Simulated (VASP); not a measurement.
Write the native input for VASP 6.6.1 that does the following.

| Quantity | Value |
| --- | --- |
| Task | single point |
| Functional | PBE |
| Potentials or basis | VASP PAW PBE potentials, release 64 (K_sv, I) |
| Cutoff | 500 eV |
| k mesh | 4 × 4 × 4 |
| Occupations | methfessel-paxton, width 0.5 eV |
| Spin | no spin polarisation |
| Dipole correction | no |
| Further INCAR settings | ALGO = Normal; EDIFF = 1e-06; NBANDS = 15 |

The structure of KI lies in POSCAR:

```
KI
1.0
    4.2909401140      0.0000000000      0.0000000000
    0.0000000000      4.2909401140      0.0000000000
    0.0000000000      0.0000000000      4.2909401140
K I
1 1
Direct
    0.0000000000      0.0000000000      0.0000000000
    0.5000000000      0.5000000000      0.5000000000
```

These files were run (other wordings do the same):

INCAR

```
PREC = Accurate
ENCUT = 500
EDIFF = 1E-6
ISMEAR = 1
SIGMA = 0.5
LREAL = F
LASPH = T
NELM = 120
ALGO = Normal
ISIF = 2
LWAVE = F
LCHARG = F
GGA = PE
NBANDS = 15
GGA_COMPAT = F
```

KPOINTS

```
regular mesh
0
Gamma
  4 4 4
```

Potentials or basis: VASP PAW PBE potentials, release 64 (K_sv, I).

Launch:

```sh
$ cat potpaw_PBE.64/K_sv/POTCAR potpaw_PBE.64/I/POTCAR > POTCAR
$ mpirun -np 1 vasp_std > vasp.out
```

Results of the run:

- Pressure: 0.5 GPa
- Band gap on the k mesh: 3.33 eV, indirect (least direct gap 3.69 eV)

Caveat: spin-orbit coupling is left out, which moves the levels of the heavy elements.

Run time: 12 s on 1 thread of Intel(R) Xeon(R) Platinum 8488C (Sapphire Rapids), with other jobs on the host, peak memory 0.17 GiB.
